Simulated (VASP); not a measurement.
A run of VASP 6.6.1:

File INCAR:

```
SYSTEM = AgCl
PREC = Accurate
ENCUT = 520
EDIFF = 1E-7
ISMEAR = 0
SIGMA = 0.05
LREAL = .FALSE.
LASPH = .TRUE.
NELM = 100
ALGO = Normal
ISIF = 2
LWAVE = .FALSE.
LCHARG = .FALSE.
GGA = PS
NBANDS = 16
```

KPOINTS

```
Automatic mesh
0
G
  10 10 10
  0 0 0
```

Contents of POSCAR:

```
AgCl
1.0
    3.4339730000      0.0000000000      0.0000000000
    0.0000000000      3.4339730000      0.0000000000
    0.0000000000      0.0000000000      3.4339730000
Ag Cl
1 1
Direct
    0.0000000000      0.0000000000      0.0000000000
    0.3725965522      0.5000000000      0.5000000000
```

Potentials or basis: VASP PAW PBE potentials, release 64 (Ag, Cl).

Launch:

```bash
$ cat potpaw_PBE.64/Ag/POTCAR potpaw_PBE.64/Cl/POTCAR > POTCAR
$ mpirun -np 1 vasp_std > vasp.out
```

Hardware: 1 thread of AMD EPYC 7R13, with other jobs on the host.

Problem. How long does it take, and how much memory?

Solution. Wall time 100 s on 1 thread of AMD EPYC 7R13 (shared host), peak memory 0.19 GiB. Counts: scf iterations 13, k points 126.
